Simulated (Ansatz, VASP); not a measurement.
## MgH2: VASP beside Ansatz

INCAR

```
ALGO = Normal ; EDIFF = 1E-6
ENCUT = 520 ; GGA = PE
ISIF = 2 ; ISMEAR = 0
LASPH = True ; LCHARG = True
LELF = True ; LREAL = False
LVHAR = True ; LWAVE = False
NBANDS = 13 ; NELM = 80
PREC = Accurate ; SIGMA = 0.02
```

File KPOINTS:

```
k-points
0
Gamma
  6 6 8
```

The input POSCAR:

```
MgH2
1.0
    4.5170125583      0.0000000000      0.0000000000
    0.0000000000      4.5170125583      0.0000000000
    0.0000000000      0.0000000000      3.0128675426
Mg H
2 4
Direct
    0.5000000000      0.5000000000      0.5000000000
    0.0000000000      0.0000000000      0.0000000000
    0.6956845851      0.6956845851      0.0000000000
    0.8043154149      0.1956845851      0.5000000000
    0.3043154149      0.3043154149      0.0000000000
    0.1956845851      0.8043154149      0.5000000000
```

Input for Ansatz:

```yaml
crystal:
  lattice:
    - [4.5170125583, 0.0, 0.0]
    - [0.0, 4.5170125583, 0.0]
    - [0.0, 0.0, 3.0128675426]
  atoms:
    - { symbol: Mg, position: [0.5, 0.5, 0.5] }
    - { symbol: Mg, position: [0.0, 0.0, 0.0] }
    - { symbol: H, position: [0.6956845851, 0.6956845851, 0.0] }
    - { symbol: H, position: [0.8043154149, 0.1956845851, 0.5] }
    - { symbol: H, position: [0.3043154149, 0.3043154149, 0.0] }
    - { symbol: H, position: [0.1956845851, 0.8043154149, 0.5] }
basis:
  ecutwfc: 420
kpoints:
  mp_grid: { grid: [6, 6, 8] }
  band_path: { path: [VBM, CBM], npoints: 2 }
hamiltonian:
  xc: pbe
scf:
  occupations: { method: gaussian, width: 0.02 }
output:
  forces: false
  stress: false
  eigenvalues: true
checkpoint:
  read: start.run
  write: ck
  compress: false
  write_wavefunctions: false
  write_every: 100000
```

Alike in both runs: task single point; functional PBE; k mesh 6 × 6 × 8; occupations gaussian, width 0.02 eV; no spin polarisation.

```csv
,VASP,Ansatz
version,VASP 6.6.1,Ansatz 0.2.0
potentials or method,"VASP PAW PBE potentials, release 64 (Mg, H), cutoff 520 eV","scalar-relativistic, plane waves, PAW"
valence electrons in the cell,8,24
```

Ansatz gave:

- gap on the k mesh at the Fermi level (eV): 3.81
- least direct gap on the mesh (eV): 4.56

Question: Estimate VASP's values.

Answer: gap on the k mesh at the Fermi level (eV): 3.80; least direct gap on the mesh (eV): 4.55.

VASP's potentials hold 8 valence electrons a cell and Ansatz's 24, so a difference there can come from the potentials and not from the codes.
